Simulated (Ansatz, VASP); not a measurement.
SiO2 in VASP and in Ansatz

```
Si O
1.0
     6.83210    0.00000    0.00000
     0.00000    6.83210    0.00000
     0.00000    0.00000    6.83210
Si O
8 16
Direct
  0.29747 0.29747 0.29747
  0.20253 0.70253 0.79747
  0.79747 0.20253 0.70253
  0.70253 0.79747 0.20253
  0.02804 0.02804 0.02804
  0.47196 0.97196 0.52804
  0.52804 0.47196 0.97196
  0.97196 0.52804 0.47196
  0.16236 0.16236 0.16236
  0.33764 0.83764 0.66236
  0.66236 0.33764 0.83764
  0.83764 0.66236 0.33764
  0.63591 0.67809 0.01083
  0.86409 0.32191 0.51083
  0.13591 0.82191 0.98917
  0.36409 0.17809 0.48917
  0.01083 0.63591 0.67809
  0.51083 0.86409 0.32191
  0.98917 0.13591 0.82191
  0.48917 0.36409 0.17809
  0.67809 0.01083 0.63591
  0.32191 0.51083 0.86409
  0.82191 0.98917 0.13591
  0.17809 0.48917 0.36409
```

Alike in both runs: functional LDA; k mesh 4 × 4 × 4; occupations gaussian, width 0.02 eV; no spin polarisation.

Ansatz relaxed the structure, and its values are those at the end. VASP's run is a single point on that final structure, the one shown.

|  | VASP | Ansatz |
| --- | --- | --- |
| version | VASP 6.6.1 | Ansatz 0.2.0 |
| potentials or method | VASP PAW LDA potentials, release 64 (Si, O), cutoff 520 eV | scalar-relativistic, plane waves, PAW |
| valence electrons in the cell | 128 | 128 |

```csv
,VASP,Ansatz,Ansatz less VASP
gap on the k mesh at the Fermi level (eV),5.86,5.86,+0.002
least direct gap on the mesh (eV),5.87,5.87,+0.003
pressure (GPa),2.0,1.4,-0.65
rms of the force components (eV/Å),0.021,0.004,-0.0169
```

LDA's correlation is that of Perdew and Zunger in VASP and of Perdew and Wang (1992) in Ansatz. Ansatz's warnings: stress scf threshold loose.
